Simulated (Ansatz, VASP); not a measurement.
**GaAs in VASP and in Ansatz**

```xyz
2
Lattice="0.0000 2.8432 2.8432 2.8432 0.0000 2.8432 2.8432 2.8432 0.0000" Properties=species:S:1:pos:R:3 pbc="T T T"
Ga    0.0000    0.0000    0.0000
As    1.4216    1.4216    1.4216
```

Alike in both runs: task single point; functional PBE; k mesh 6 × 6 × 6; no spin polarisation.

```csv
,VASP,Ansatz
version,VASP 6.6.1,Ansatz 0.2.0
potentials or method,"VASP PAW PBE potentials, release 64 (Ga_d, As)","plane waves, PAW"
plane-wave cutoff (eV),520,420
occupations,"gaussian, width 0.01 eV",fixed
valence electrons in the cell,18,28
```

|  | VASP | Ansatz | Ansatz less VASP |
| --- | --- | --- | --- |
| gap on the k mesh at the Fermi level (eV) | 0.39 | 0.38 | -0.004 |
| pressure (GPa) | 2.2 | 2.0 | -0.17 |

VASP's potentials hold 18 valence electrons a cell and Ansatz's 28, so a difference there can come from the potentials and not from the codes.
